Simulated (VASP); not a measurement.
# TiB (F-43m) in VASP: a series of runs

The runs below take TiB through single point, relaxation of cell and atoms, with PBEsol.

All numbers are computed with VASP 6.6.1; they aren't measurements. Logs are shortened: lines on timing, memory, paths and dates and some standing lists are left out, and cuts for length are marked.

## (1) The cell of the first run

It takes space group F-43m (No. 216, cubic). Conventional cell: a = 4.677 Å, b = 4.677 Å, c = 4.677 Å, α = 90.00°, β = 90.00°, γ = 90.00°. Within 2.7 Å of Ti (site symmetry -43m) lie 4 B at 2.03 Å. Within 2.7 Å of B (site symmetry -43m) lie 4 Ti at 2.03 Å.

## (2) Single point, PBEsol

Input file INCAR:

```
SYSTEM = TiB
PREC = Accurate
ENCUT = 520
EDIFF = 1E-6
ISMEAR = 0
SIGMA = 0.1
LREAL = .FALSE.
LASPH = .TRUE.
NELM = 100
ALGO = Normal
ISIF = 2
LWAVE = .FALSE.
LCHARG = .TRUE.
GGA = PS
LELF = .TRUE.
LVHAR = .TRUE.
NBANDS = 14
```

Input file KPOINTS:

```
regular mesh
0
G
  16 16 16
  0 0 0
```

Input file POSCAR:

```
TiB
1.0
    0.0000000000      2.3386326584      2.3386326584
    2.3386326584      0.0000000000      2.3386326584
    2.3386326584      2.3386326584      0.0000000000
Ti B
1 1
Direct
    0.7500000000      0.7500000000      0.7500000000
    0.0000000000      0.0000000000      0.0000000000
```

Potentials or basis: VASP PAW PBE potentials, release 64 (Ti_sv, B).

Command:

```console
$ cat potpaw_PBE.64/Ti_sv/POTCAR potpaw_PBE.64/B/POTCAR > POTCAR
$ mpirun -np 1 vasp_std > vasp.out
```

OUTCAR:

```text
SYSTEM = TiB
   PREC = Accurate
   ENCUT = 520
   EDIFF = 1E-6
   ISMEAR = 0
   LREAL = .FALSE.
   LASPH = .TRUE.
   NELM = 100
   ISIF = 2
   GGA = PS

 ion  position               nearest neighbor table
   1  0.750  0.750  0.750-   2 2.03   2 2.03   2 2.03   2 2.03
   2  0.000  0.000  0.000-   1 2.03   1 2.03   1 2.03   1 2.03

  LATTYP: Found a face centered cubic cell.
 ALAT       =     4.6772653168

  Lattice vectors:

 A1 = (   0.0000000000,   2.3386326584,   2.3386326584)
 A2 = (   2.3386326584,   0.0000000000,   2.3386326584)
 A3 = (   2.3386326584,   2.3386326584,   0.0000000000)

Analysis of symmetry for initial positions (statically):
=====================================================================
 Subroutine PRICEL returns:
 Original cell was already a primitive cell.

 Routine SETGRP: Setting up the symmetry group for a
 face centered cubic supercell.

 Subroutine GETGRP returns: Found 24 space group operations
 (whereof 24 operations were pure point group operations)
 out of a pool of 48 trial point group operations.

The static configuration has the point symmetry T_d .

Analysis of symmetry for dynamics (positions and initial velocities):
=====================================================================
 Subroutine PRICEL returns:
 Original cell was already a primitive cell.

 Routine SETGRP: Setting up the symmetry group for a
 face centered cubic supercell.

 Subroutine GETGRP returns: Found 24 space group operations
 (whereof 24 operations were pure point group operations)
 out of a pool of 48 trial point group operations.

The dynamic configuration has the point symmetry T_d .

 Subroutine INISYM returns: Found 24 space group operations
 (whereof 24 operations are pure point group operations),
 and found     1 'primitive' translations

----------------------------------------------------------------------------------------

                                     Primitive cell

  volume of cell :      25.5809

  direct lattice vectors                    reciprocal lattice vectors
     0.000000000  2.338632658  2.338632658    -0.213800144  0.213800144  0.213800144
     2.338632658  0.000000000  2.338632658     0.213800144 -0.213800144  0.213800144
     2.338632658  2.338632658  0.000000000     0.213800144  0.213800144 -0.213800144

  length of vectors
     3.307326023  3.307326023  3.307326023     0.370312713  0.370312713  0.370312713

  position of ions in fractional coordinates (direct lattice)
     0.750000000  0.750000000  0.750000000
     0.000000000  0.000000000  0.000000000

  ion indices of the primitive-cell ions
   primitive index   ion index
[... 74 lines left out ...]
   EDIFF  = 0.1E-05   stopping-criterion for ELM
   LREAL  =      F    real-space projection
[... 7 lines left out ...]
   TEBEG  =    0.0;   TEEND  =   0.0 temperature during run
   PSTRESS=    0.0 pullay stress
   NELECT =      15.0000    total number of electrons
   NUPDOWN=      -1.0000    fix difference up-down
   EMIN   =  10.00;   EMAX   =-10.00  energy-range for DOS
   EFERMI =   0.00;   METHOD = LEGACY
   ISMEAR =     0;   SIGMA  =   0.10  broadening in eV -4-tet -1-fermi 0-gaus
   EFERMI_NEDOS =   21; number of points for ismear=-14 and -15
   IALGO  =     38    algorithm
   IMIX   =      4    mixing-type and parameters
     AMIX     =   0.40;   BMIX     =  1.00
     AMIX_MAG =   1.60;   BMIX_MAG =  1.00
  volume/ion in A,a.u.               =      12.79        86.31
  Fermi-wavevector in a.u.,A,eV,Ry     =   1.370250  2.589398 25.546107  1.877586
  Thomas-Fermi vector in A             =   2.496053
   LORBIT       =      0    0 simple, 1 ext, 2 COOP (PROOUT), +10 PAW based schemes
   GGA     = PS    functional components
   LHFCALC =     F    Hartree Fock is set to
   AEXX    =    0.0000 exact exchange contribution
   IVDW    =     0    specifies the selected vdW correction
   LEPSILON=     F    determine dielectric tensor
   LRPA    =     F    only Hartree local field effects (RPA)
 non-spin polarized calculation
 Gauss-broadening in eV      SIGMA  =   0.10
  energy-cutoff  :      520.00
  volume of cell :       25.58
 maximum number of plane-waves:       701
 NGX is ok and might be reduce to    28
   NGX = 13   NGY = 13   NGZ = 13

 number of electron      14.9999999 magnetization

 Free energy of the ion-electron system (eV)
  ---------------------------------------------------
  ext. energy  EPLUGINS =         0.00000000
  ---------------------------------------------------
  free energy    TOTEN  =       -13.60530272 eV

  energy without entropy =      -13.59737599  energy(sigma->0) =      -13.60133935

 E-fermi :   5.9458     XC(G=0): -11.3591

 val. band max:        5.9267169671   @ k =  -0.1875   0.3125   0.1250
 cond. band min:       5.9571905882   @ k =   0.4375   0.3125   0.1250
 fundamental gap:      0.0304736210
 Fermi energy:         5.9457804903

 k-point     1 :       0.0000    0.0000    0.0000
  band No.  band energies     occupation
      1     -49.4829      2.00000
      2     -25.7960      2.00000
      3     -25.7960      2.00000
      4     -25.7960      2.00000
      5      -2.2656      2.00000
      6       4.7282      2.00000
      7       4.7282      2.00000
      8       4.7282      2.00000
      9       8.4757      0.00000
     10       8.4757      0.00000
     11      15.4086      0.00000
     12      15.8462      0.00000
     13      15.8462      0.00000
     14      15.8462      0.00000
[... 377 lines left out ...]
      1     -49.4800      2.00000
      2     -25.8195      2.00000
      3     -25.8036      2.00000
      4     -25.7982      2.00000
      5      -2.0589      2.00000
      6       4.5850      2.00000
      7       4.8105      2.00000
      8       4.8199      2.00000
      9       8.3442      0.00000
     10       8.4758      0.00000
     11      15.3193      0.00000
     12      15.4534      0.00000
     13      15.8479      0.00000
     14      15.8849      0.00000

 [... further k-points ...]
[... 5 lines left out ...]
  --------------------------------------------------------------------------------------
  -------------------------------------------------------------------------------------
  Total        3.2117463      3.2117463      3.2117463      0.0000000      0.0000000      0.0000000
  in kB      201.1572937    201.1572937    201.1572937      0.0000000      0.0000000      0.0000000
  external PRESSURE =     201.1572937 kB  Pullay stress =       0.0000000 kB

 VOLUME and BASIS-vectors are now :
 -----------------------------------------------------------------------------
  energy-cutoff  :      520.00
  volume of cell :       25.58
      direct lattice vectors                 reciprocal lattice vectors
     0.000000000  2.338632658  2.338632658    -0.213800144  0.213800144  0.213800144
     2.338632658  0.000000000  2.338632658     0.213800144 -0.213800144  0.213800144
     2.338632658  2.338632658  0.000000000     0.213800144  0.213800144 -0.213800144

 POSITION                                       TOTAL-FORCE (eV/Angst)
 -----------------------------------------------------------------------------------
      3.50795      3.50795      3.50795        -0.000000     -0.000000     -0.000000
      0.00000      0.00000      0.00000         0.000000      0.000000      0.000000
 -----------------------------------------------------------------------------------
    total drift:                                0.000000      0.000000      0.000001

  FREE ENERGIE OF THE ION-ELECTRON SYSTEM (eV)
  ---------------------------------------------------
  free  energy   TOTEN  =       -13.6053027163 eV

  energy  without entropy=      -13.5973759913  energy(sigma->0) =      -13.60133935
```

It took 33 s on 1 thread of Intel Xeon 6975P-C (Granite Rapids), shared host; peak memory 0.19 GiB.

Results:

- Free energy: -13.6053 eV
- Pressure: 20.1 GPa

Levels at points of the mesh, in eV from the Fermi level:
| k point | band 4 | band 5 | band 6 | band 7 | band 8 | band 9 | band 10 | band 11 | band 12 | band 13 |
| --- | --- | --- | --- | --- | --- | --- | --- | --- | --- | --- |
| (0.00, 0.00, 0.00) | -31.74 | -8.21 | -1.22 | -1.22 | -1.22 | 2.53 | 2.53 | 9.46 | 9.90 | 9.90 |
| (0.50, 0.00, 0.00) | -31.78 | -5.50 | -2.49 | -0.71 | -0.71 | 3.08 | 3.08 | 4.03 | 7.55 | 7.55 |
| (0.50, 0.50, 0.00) | -31.84 | -4.50 | -3.36 | 0.67 | 1.16 | 1.16 | 3.44 | 4.50 | 4.50 | 4.99 |

Caveat: the PAW data sets were made with another functional, which shifts forces and pressure a little.

## (3) Relaxation of cell and atoms, PBEsol, target pressure 10 GPa, at which the enthalpy is minimised

This run uses another cell than the first one, of 13.62 Å³/atom, 1.065 times its volume.

Input file INCAR:

```
PREC = Accurate
ENCUT = 600
EDIFF = 1E-6
ISMEAR = 0
SIGMA = 0.1
LREAL = F
LASPH = T
NELM = 80
ALGO = Normal
ISIF = 3
LWAVE = F
LCHARG = F
GGA = PS
IBRION = 2
NSW = 70
EDIFFG = -0.008
PSTRESS = 100.0
```

Input file KPOINTS:

```
Automatic mesh
0
Gamma
  14 14 14
```

Input file POSCAR:

```
TiB
1.0
    0.0000000000      2.3879028407      2.3879028407
    2.3879028407      0.0000000000      2.3879028407
    2.3879028407      2.3879028407      0.0000000000
Ti B
1 1
Direct
    0.7500000000      0.7500000000      0.7500000000
    0.0000000000      0.0000000000      0.0000000000
```

Potentials or basis: VASP PAW PBE potentials, release 64 (Ti_sv, B).

Command:

```console
$ cat potpaw_PBE.64/Ti_sv/POTCAR potpaw_PBE.64/B/POTCAR > POTCAR
$ mpirun -np 1 vasp_std > vasp.out
```

OUTCAR:

```text
PREC = Accurate
   ENCUT = 600
   EDIFF = 1E-6
   ISMEAR = 0
   LREAL = F
   LASPH = T
   NELM = 80
   ISIF = 3
   GGA = PS
   IBRION = 2
   NSW = 70
   EDIFFG = -0.008
   PSTRESS = 100.0

 ion  position               nearest neighbor table
   1  0.750  0.750  0.750-   2 2.07   2 2.07   2 2.07   2 2.07
   2  0.000  0.000  0.000-   1 2.07   1 2.07   1 2.07   1 2.07

  LATTYP: Found a face centered cubic cell.
 ALAT       =     4.7758056814

  Lattice vectors:

 A1 = (   0.0000000000,   2.3879028407,   2.3879028407)
 A2 = (   2.3879028407,   0.0000000000,   2.3879028407)
 A3 = (   2.3879028407,   2.3879028407,   0.0000000000)

Analysis of symmetry for initial positions (statically):
=====================================================================
 Subroutine PRICEL returns:
 Original cell was already a primitive cell.

 Routine SETGRP: Setting up the symmetry group for a
 face centered cubic supercell.

 Subroutine GETGRP returns: Found 24 space group operations
 (whereof 24 operations were pure point group operations)
 out of a pool of 48 trial point group operations.

The static configuration has the point symmetry T_d .

Analysis of symmetry for dynamics (positions and initial velocities):
=====================================================================
 Subroutine PRICEL returns:
 Original cell was already a primitive cell.

 Routine SETGRP: Setting up the symmetry group for a
 face centered cubic supercell.

 Subroutine GETGRP returns: Found 24 space group operations
 (whereof 24 operations were pure point group operations)
 out of a pool of 48 trial point group operations.

The dynamic configuration has the point symmetry T_d .

 Subroutine INISYM returns: Found 24 space group operations
 (whereof 24 operations are pure point group operations),
 and found     1 'primitive' translations

----------------------------------------------------------------------------------------

                                     Primitive cell

  volume of cell :      27.2320

  direct lattice vectors                    reciprocal lattice vectors
     0.000000000  2.387902841  2.387902841    -0.209388754  0.209388754  0.209388754
     2.387902841  0.000000000  2.387902841     0.209388754 -0.209388754  0.209388754
     2.387902841  2.387902841  0.000000000     0.209388754  0.209388754 -0.209388754

  length of vectors
     3.377004583  3.377004583  3.377004583     0.362671960  0.362671960  0.362671960

  position of ions in fractional coordinates (direct lattice)
     0.750000000  0.750000000  0.750000000
     0.000000000  0.000000000  0.000000000

  ion indices of the primitive-cell ions
   primitive index   ion index
                 1           1
                 2           2

[... 107 lines left out ...]
 maximum number of plane-waves:       934
   NGX = 13   NGY = 13   NGZ = 13

--------------------------------------- Ionic step        1  -------------------------------------------

 number of electron      15.0000003 magnetization

 Free energy of the ion-electron system (eV)
  ---------------------------------------------------
  ext. energy  EPLUGINS =         0.00000000
  ---------------------------------------------------
  free energy    TOTEN  =       -13.76113849 eV

  energy without entropy =      -13.75359978  energy(sigma->0) =      -13.75736913

------------------------ aborting loop because EDIFF is reached ----------------------------------------

  FORCE on cell =-STRESS in cart. coord.  units (eV):
  Direction    XX          YY          ZZ          XY          YZ          ZX
  --------------------------------------------------------------------------------------
  -------------------------------------------------------------------------------------
  Total        1.7213070      1.7213070      1.7213070      0.0000000     -0.0000000      0.0000000
  in kB      101.2719027    101.2719027    101.2719027      0.0000000     -0.0000000      0.0000000
  external PRESSURE =       1.2719027 kB  Pullay stress =     100.0000000 kB

 VOLUME and BASIS-vectors are now :
 -----------------------------------------------------------------------------
  energy-cutoff  :      600.00
  volume of cell :       27.23
      direct lattice vectors                 reciprocal lattice vectors
     0.000000000  2.387902841  2.387902841    -0.209388754  0.209388754  0.209388754
     2.387902841  0.000000000  2.387902841     0.209388754 -0.209388754  0.209388754
     2.387902841  2.387902841  0.000000000     0.209388754  0.209388754 -0.209388754

 POSITION                                       TOTAL-FORCE (eV/Angst)
 -----------------------------------------------------------------------------------
      3.58185      3.58185      3.58185         0.000000      0.000000      0.000000
      0.00000      0.00000      0.00000        -0.000000     -0.000000     -0.000000
 -----------------------------------------------------------------------------------
    total drift:                                0.000001      0.000001      0.000001

  FREE ENERGIE OF THE ION-ELECTRON SYSTEM (eV)
  ---------------------------------------------------
  free  energy   TOTEN  =       -13.7611384899 eV

  energy  without entropy=      -13.7535997765  energy(sigma->0) =      -13.75736913

  enthalpy is  TOTEN    =       -12.0614498576 eV   P V=        1.6996886324

--------------------------------------- Ionic step        2  -------------------------------------------

 number of electron      15.0000003 magnetization

 Free energy of the ion-electron system (eV)
  ---------------------------------------------------
  ext. energy  EPLUGINS =         0.00000000
  ---------------------------------------------------
  free energy    TOTEN  =       -13.76381970 eV

  energy without entropy =      -13.75626830  energy(sigma->0) =      -13.76004400

 E-fermi :   5.4145     XC(G=0): -11.0686

 val. band max:        5.3982964965   @ k =  -0.3571   0.4286   0.0714
 cond. band min:       5.4220422738   @ k =   0.4286   0.2857   0.0714
 fundamental gap:      0.0237457773
 Fermi energy:         5.4145088078

 k-point     1 :       0.0000    0.0000    0.0000
  band No.  band energies     occupation
      1     -50.2169      2.00000
      2     -26.5334      2.00000
      3     -26.5334      2.00000
      4     -26.5334      2.00000
      5      -2.6342      2.00000
      6       4.2791      2.00000
      7       4.2791      2.00000
      8       4.2791      2.00000
      9       7.7768      0.00000
     10       7.7768      0.00000
     11      14.3503      0.00000
[... 309 lines left out ...]
 k-point    24 :       0.2857    0.1429    0.0000
  band No.  band energies     occupation
      1     -50.2042      2.00000
      2     -26.6317      2.00000
      3     -26.5628      2.00000
      4     -26.5602      2.00000
      5      -1.3575      2.00000
      6       3.4951      2.00000
      7       4.7185      2.00000
      8       4.8065      2.00000
      9       7.1087      0.00000
     10       8.0556      0.00000
     11      11.9107      0.00000

 [... further k-points ...]
[... 5 lines left out ...]
  --------------------------------------------------------------------------------------
  -------------------------------------------------------------------------------------
  Total        1.6983639      1.6983639      1.6983639      0.0000000      0.0000000     -0.0000000
  in kB       99.7659073     99.7659073     99.7659073      0.0000000      0.0000000     -0.0000000
  external PRESSURE =      -0.2340927 kB  Pullay stress =     100.0000000 kB

 VOLUME and BASIS-vectors are now :
 -----------------------------------------------------------------------------
  energy-cutoff  :      600.00
  volume of cell :       27.27
      direct lattice vectors                 reciprocal lattice vectors
     0.000000000  2.389148046  2.389148046    -0.209279622  0.209279622  0.209279622
     2.389148046 -0.000000000  2.389148046     0.209279622 -0.209279622  0.209279622
     2.389148046  2.389148046  0.000000000     0.209279622  0.209279622 -0.209279622

 POSITION                                       TOTAL-FORCE (eV/Angst)
 -----------------------------------------------------------------------------------
      3.58372      3.58372      3.58372         0.000000      0.000000      0.000000
      2.38915      4.77830      2.38915        -0.000000     -0.000000     -0.000000
 -----------------------------------------------------------------------------------
    total drift:                                0.000001      0.000001      0.000001

  FREE ENERGIE OF THE ION-ELECTRON SYSTEM (eV)
  ---------------------------------------------------
  free  energy   TOTEN  =       -13.7638197001 eV

  energy  without entropy=      -13.7562683024  energy(sigma->0) =      -13.76004400

  enthalpy is  TOTEN    =       -12.0614707008 eV   P V=        1.7023489993

 reached required accuracy - stopping structural energy minimisation
```

Run time: 32 s. Hardware: 1 thread of Intel Xeon 6975P-C (Granite Rapids), shared host; peak memory 0.19 GiB.

Results:

- Free energy: -13.7638 eV
- Relaxed volume: 13.64 Å³/atom
- Relaxed cell: a = 3.379 Å, b = 3.379 Å, c = 3.379 Å, α = 60.00°, β = 60.00°, γ = 60.00°
- Space group after relaxing (to 0.05 Å): F-43m (No. 216)
- Energy change on relaxing (the enthalpy is what falls): -1.3 meV/atom
- Ionic steps: 2
- Pressure after relaxing: 10.0 GPa

The path:
```csv
step,energy change (eV),largest force (eV/Å),pressure (GPa),volume (Å³)
1,0.0000,0.0000,10.13,27.23
2,-0.0027,0.0000,9.98,27.27
```

Final structure:
```cif
data_structure
_symmetry_space_group_name_H-M 'P 1'
_symmetry_Int_Tables_number 1
_cell_length_a 3.3788
_cell_length_b 3.3788
_cell_length_c 3.3788
_cell_angle_alpha 60.000
_cell_angle_beta 60.000
_cell_angle_gamma 60.000
_cell_volume 27.27
loop_
_atom_site_label
_atom_site_type_symbol
_atom_site_fract_x
_atom_site_fract_y
_atom_site_fract_z
_atom_site_occupancy
Ti1 Ti 0.75000 0.75000 0.75000 1
B1 B 0.00000 0.00000 0.00000 1
```

Caveat: the cell is relaxed towards a set pressure, so the enthalpy falls and the energy may rise; the PAW data sets were made with another functional, which shifts forces and pressure a little.
